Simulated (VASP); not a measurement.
A run of VASP 6.6.1 is set up as follows.

INCAR

```
PREC = Accurate
ENCUT = 520
EDIFF = 1E-8
ISMEAR = -1
SIGMA = 0.15
LREAL = F
LASPH = T
NELM = 80
ALGO = Normal
ISIF = 2
LWAVE = F
LCHARG = F
GGA = PS
NBANDS = 18
IBRION = 8
NSW = 1
```

Contents of KPOINTS:

```
Automatic mesh
0
Gamma
  12 12 8
```

File POSCAR:

```
PtSe2
1.0
    3.5946472167      0.0000000000      0.0000000000
   -1.7973236084      3.1130558073      0.0000000000
    0.0000000000      0.0000000000      4.0840597629
Pt Se
1 2
Direct
    0.0000000000      0.0000000000      0.0000000000
    0.3333333333      0.6666666667      0.2968589830
    0.6666666667      0.3333333333      0.7031410170
```

Potentials or basis: VASP PAW PBE potentials, release 64 (Pt, Se).

The run is started by

```bash
$ cat potpaw_PBE.64/Pt/POTCAR potpaw_PBE.64/Se/POTCAR > POTCAR
$ mpirun -np 1 vasp_std > vasp.out
```

(1) Predict the highest phonon frequency at Γ, LO-TO splitting left out.

## Answers

(1) 294 cm⁻¹.

Caveat: the cell stands under pressure or tension, which shifts response properties.
